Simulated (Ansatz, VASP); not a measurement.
**HfN: VASP beside Ansatz**

The input INCAR:

```
SYSTEM = HfN
ALGO = Normal
EDIFF = 1E-7
ENCUT = 520
GGA = CA
ISIF = 2
ISMEAR = -1
LASPH = .TRUE.
LCHARG = .FALSE.
LREAL = .FALSE.
LWAVE = .FALSE.
NBANDS = 14
NELM = 80
PREC = Accurate
SIGMA = 0.03
```

File KPOINTS:

```
k-points
0
G
  10 10 10
  0 0 0
```

File POSCAR:

```
HfN
1.0
    0.0000000000      2.2438384694      2.2438384694
    2.2438384694      0.0000000000      2.2438384694
    2.2438384694      2.2438384694      0.0000000000
Hf N
1 1
Direct
    0.0000000000      0.0000000000      0.0000000000
    0.5000000000      0.5000000000      0.5000000000
```

Input for Ansatz:

```yaml
crystal:
  lattice:
    - [0.0, 2.2438384694, 2.2438384694]
    - [2.2438384694, 0.0, 2.2438384694]
    - [2.2438384694, 2.2438384694, 0.0]
  atoms:
    - { symbol: Hf, position: [0.0, 0.0, 0.0] }
    - { symbol: "N", position: [0.5, 0.5, 0.5] }
kpoints:
  mp_grid: { grid: [10, 10, 10] }
  band_path:
    path:
      - [0.0, 0.0, 0.0]
      - [0.5, 0.0, 0.5]
      - [0.625, 0.25, 0.625]
      - [0.375, 0.375, 0.75]
      - [0.0, 0.0, 0.0]
      - [0.5, 0.5, 0.5]
      - [0.5, 0.25, 0.75]
      - [0.5, 0.0, 0.5]
    npoints: 5
scf:
  occupations: { method: fermi_dirac, width: 0.03 }
hamiltonian:
  xc: lda
  pseudopotentials: { kind: all_electron, lapw: { basis_error: 0.001 } }
output:
  forces: true
  stress: true
  eigenvalues: true
```

Change from the starting cell: volume scaled by 0.98.

Alike in both runs: task single point; functional LDA; k mesh 10 × 10 × 10; occupations fermi-dirac, width 0.03 eV; no spin polarisation.

```csv
,VASP,Ansatz
version,VASP 6.6.1,Ansatz 0.2.0
potentials or method,"VASP PAW LDA potentials, release 64 (Hf_pv, N), cutoff 520 eV","all-electron LAPW, scalar-relativistic"
```

Ansatz gave:

| Quantity | Value |
| --- | --- |
| pressure (GPa) | -3.7 |

Problem. Estimate VASP's values.

Solution. Pressure (GPa): -5.1.

LDA's correlation is that of Perdew and Zunger in VASP and of Perdew and Wang (1992) in Ansatz. Ansatz ran all-electron here, and VASP with PAW potentials.

Neither program's run includes spin-orbit coupling.
